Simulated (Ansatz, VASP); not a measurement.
Two plane-wave programs on Ta2GaN3

```
Ta Ga N
1.0
     5.51415    0.00000    0.00000
    -2.75708    4.77540    0.00000
     0.00000    0.00000    2.82852
Ta Ga N
2 1 3
Direct
  0.33333 0.66667 0.00000
  0.66667 0.33333 0.00000
  0.00000 0.00000 0.00000
  0.50000 0.00000 0.50000
  0.50000 0.50000 0.50000
  0.00000 0.50000 0.50000
```

Change from the starting cell: species swapped into the YbB2Ru3 type (P6/mmm, No. 191).

Alike in both runs: functional PBE; k mesh 6 × 6 × 6; occupations gaussian, width 0.1 eV; no spin polarisation.

Ansatz relaxed the structure, and its values are those at the end. VASP's run is a single point on that final structure, the one shown.

|  | VASP | Ansatz |
| --- | --- | --- |
| version | VASP 6.6.1 | Ansatz 0.2.0 |
| potentials or method | VASP PAW PBE potentials, release 64 (Ta_pv, Ga_d, N), cutoff 520 eV | scalar-relativistic, plane waves, PAW |
| valence electrons in the cell | 50 | 54 |

```tsv
	VASP	Ansatz	Ansatz less VASP
gap on the k mesh at the Fermi level (eV)	none	none	-
pressure (GPa)	0.6	0.0	-0.55
```

A gap of «none» marks a metal or a gap that the smearing closes. VASP's potentials hold 50 valence electrons a cell and Ansatz's 54, so a difference there can come from the potentials and not from the codes.

The k mesh is coarse, so the values compare programs but aren't converged. Spin-orbit coupling is off throughout.
